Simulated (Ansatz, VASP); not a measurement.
Given: the input of a run of Ansatz 0.2.0 on Co.

Contents of input.yaml:

```yaml
crystal:
  lattice:
    - [2.34715, 0.0, 0.0]
    - [-1.17358, 2.03269, 0.0]
    - [0.0, 0.0, 23.8]
  atoms:
    - { symbol: Co, position: [0.0, 0.0, 0.29412], spin: 2.0 }
kpoints:
  mp_grid: { grid: [13, 13, 1] }
scf:
  occupations: { method: fermi_dirac, width: 0.05 }
hamiltonian:
  xc: pbe
  pseudopotentials: { kind: all_electron, lapw: { basis_error: 0.002 } }
magnetization:
  spin_polarized: true
output:
  forces: true
  stress: true
  eigenvalues: true
```

Potentials or basis: all-electron LAPW, scalar-relativistic.

Run with:

```sh
$ ansatz run input.yaml --threads 2 --pin off --max-ram 8192MiB --backend cpu --events-out ev --progress --plain --runs-dir out
```

**Question.** Set up the same calculation for VASP 6.6.1. Potentials there: VASP PAW PBE potentials, release 64 (Co).

**Answer.** As run (the cutoff follows the program's own potentials):

File INCAR:

```
SYSTEM = Co
PREC = Accurate
ENCUT = 520
EDIFF = 1E-6
ISMEAR = -1
SIGMA = 0.05
LREAL = .False.
LASPH = .True.
NELM = 150
ALGO = Normal
ISIF = 2
LWAVE = .False.
LCHARG = .False.
ISPIN = 2
MAGMOM = 2
LORBIT = 11
LMAXMIX = 4
GGA = PE
NBANDS = 14
```

Contents of KPOINTS:

```
Automatic mesh
0
Gamma
  13 13 1
  0 0 0
```

Contents of POSCAR:

```
Co
1.0
    2.3471500000      0.0000000000      0.0000000000
   -1.1735800000      2.0326900000      0.0000000000
    0.0000000000      0.0000000000     23.8000000000
Co
1
Direct
    0.0000000000      0.0000000000      0.2941200000
```

Potentials or basis: VASP PAW PBE potentials, release 64 (Co).

Launch:

```console
$ cat potpaw_PBE.64/Co/POTCAR > POTCAR
$ mpirun -np 1 vasp_std > vasp.out
```

Both were run:

|  | VASP | Ansatz | Ansatz less VASP |
| --- | --- | --- | --- |
| gap on the k mesh at the Fermi level (eV) | none | none | - |
| net moment per atom (μB) | 1.72 | 1.72 | +0.001 |
| size of the moment on the site where the two differ most (μB) | 1.77 | 1.81 | +0.046 |

Site moments also hang on the region over which each program counts them. A gap of «none» marks a metal or a gap that the smearing closes. Ansatz ran all-electron here, and VASP with PAW potentials.
